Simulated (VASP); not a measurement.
Set up this calculation in VASP 6.6.1, as the native input.

- Task: single point
- Functional: PBE
- Potentials or basis: VASP PAW PBE potentials, release 64 (Rb_sv)
- Cutoff: 520 eV
- k mesh: 11 × 11 × 11
- Occupations: fermi-dirac, width 0.1 eV
- Spin: no spin polarisation
- Dipole correction: no
- Further INCAR settings: ALGO = Normal; EDIFF = 1e-06; NBANDS = 10

The structure of Rb lies in POSCAR:

```
Rb
1.0
    4.5625816822      0.0000000000      0.0000000000
    0.0000000000      4.5625816822      0.0000000000
    0.0000000000      0.0000000000      4.5625816822
Rb
1
Direct
    0.0000000000      0.0000000000      0.0000000000
```

This cell differs from its parent crystal: volume scaled by 0.96.

One way to write it, as run:

INCAR

```
SYSTEM = Rb
PREC = Accurate ; ENCUT = 520
EDIFF = 1E-6 ; ISMEAR = -1
SIGMA = 0.1 ; LREAL = .FALSE.
LASPH = .TRUE. ; NELM = 60
ALGO = Normal ; ISIF = 2
LWAVE = .FALSE. ; LCHARG = .FALSE.
GGA = PE ; NBANDS = 10
```

KPOINTS

```
Automatic mesh
0
G
  11 11 11
  0 0 0
```

Potentials or basis: VASP PAW PBE potentials, release 64 (Rb_sv).

Run with:

```sh
$ cat potpaw_PBE.64/Rb_sv/POTCAR > POTCAR
$ mpirun -np 1 vasp_std > vasp.out
```

Results of the run:

The pressure is 0.1 GPa.

Run time: 44 s on 1 thread of Intel(R) Xeon(R) Platinum 8375C CPU @ 2.90GHz (Ice Lake) (shared host), peak memory 0.22 GiB.
